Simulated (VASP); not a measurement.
Write the native input for VASP 6.6.1 that does the following.

| Quantity | Value |
| --- | --- |
| Task | single point |
| Functional | PBEsol |
| Potentials or basis | VASP PAW PBE potentials, release 64 (Si, Mo_sv) |
| Cutoff | 520 eV |
| k mesh | 18 × 18 × 18 |
| Occupations | gaussian, width 0.1 eV |
| Spin | no spin polarisation |
| Dipole correction | no |
| Further INCAR settings | ALGO = Normal; EDIFF = 1e-07; NBANDS = 18 |

The structure of Si2Mo lies in POSCAR:

```
Si2Mo
1.0
   -1.5899526653      1.5899526653      3.9005605044
    1.5899526653     -1.5899526653      3.9005605044
    1.5899526653      1.5899526653     -3.9005605044
Si Mo
2 1
Direct
    0.3349247576      0.3349247576      0.0000000000
    0.6650752424      0.6650752424      0.0000000000
    0.0000000000      0.0000000000      0.0000000000
```

One way to write it, as run:

INCAR

```
ALGO = Normal
EDIFF = 1E-7
ENCUT = 520
GGA = PS
ISIF = 2
ISMEAR = 0
LASPH = T
LCHARG = F
LREAL = F
LWAVE = F
NBANDS = 18
NELM = 60
PREC = Accurate
SIGMA = 0.1
```

KPOINTS

```
k-points
0
Gamma
  18 18 18
```

Potentials or basis: VASP PAW PBE potentials, release 64 (Si, Mo_sv).

Command:

```sh
$ cat potpaw_PBE.64/Si/POTCAR potpaw_PBE.64/Mo_sv/POTCAR > POTCAR
$ mpirun -np 1 vasp_std > vasp.out
```

Results of the run:

```
Pressure               : 2.4 GPa
Largest force          : 0.004 eV/Å
Band gap on the k mesh : zero (bands 11 and 12 overlap by 0.95 eV)
```

Caveat: the PAW data sets were made with another functional, which shifts forces and pressure a little.

It took 25 min on 1 thread of Intel Xeon 8259CL, on a shared host, peak memory 0.45 GiB.
